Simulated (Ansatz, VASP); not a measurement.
# One calculation of InP, two programs

```
In P
1.0
     0.00000    2.76883    2.76883
     2.76883    0.00000    2.76883
     2.76883    2.76883    0.00000
In P
1 1
Direct
  0.00000 0.00000 0.00000
  0.50000 0.50000 0.50000
```

Alike in both runs: task single point; functional r2SCAN0; k mesh 4 × 4 × 4; occupations fermi-dirac, width 0.05 eV; no spin polarisation.

|  | VASP | Ansatz |
| --- | --- | --- |
| version | VASP 6.6.1 | Ansatz 0.2.0 |
| potentials or method | VASP PAW PBE potentials, release 64 (In_d, P) | Ansatz PAW |
| plane-wave cutoff (eV) | 520 | 500 |
| valence electrons in the cell | 18 | 18 |

|  | VASP | Ansatz | Ansatz less VASP |
| --- | --- | --- | --- |
| gap on the k mesh at the Fermi level (eV) | none | none | - |
| pressure (GPa) | -3.7 | -3.5 | +0.15 |

VASP's potentials were made for PBE, not for r2SCAN0. A gap of «none» marks a metal or a gap that the smearing closes.

The k mesh is coarse, so the values compare programs but aren't converged.
